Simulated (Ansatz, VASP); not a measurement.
Two plane-wave programs on Al3H8

```
Al H
1.0
     3.97237    0.00000    0.00000
    -1.98618    3.44017    0.00000
     0.00000    0.00000    6.86820
Al H
3 8
Direct
  0.00000 0.00000 0.00000
  0.33333 0.66667 0.90727
  0.66667 0.33333 0.09273
  0.08800 0.70193 0.66250
  0.29807 0.38606 0.66250
  0.61394 0.91200 0.66250
  0.91200 0.29807 0.33750
  0.70193 0.61394 0.33750
  0.38606 0.08800 0.33750
  0.33333 0.66667 0.20432
  0.66667 0.33333 0.79568
```

Alike in both runs: task single point; functional PBE; k mesh 6 × 6 × 4; occupations gaussian, width 0.1 eV; no spin polarisation.

|  | VASP | Ansatz |
| --- | --- | --- |
| version | VASP 6.6.1 | Ansatz 0.2.0 |
| potentials or method | VASP PAW PBE potentials, release 64 (Al, H), cutoff 520 eV | scalar-relativistic, plane waves, PAW |
| valence electrons in the cell | 17 | 17 |

|  | VASP | Ansatz | Ansatz less VASP |
| --- | --- | --- | --- |
| gap on the k mesh at the Fermi level (eV) | none | none | - |
| pressure (GPa) | 6.9 | 7.0 | +0.12 |
| traceless stress, the component that is largest in VASP (GPa) | -17.88 | -17.86 | +0.019 |
| rms of the force components (eV/Å) | 0.902 | 0.902 | -0.0001 |

Atom by atom the forces differ by 0.001 eV/Å (rms over components). A gap of «none» marks a metal or a gap that the smearing closes.
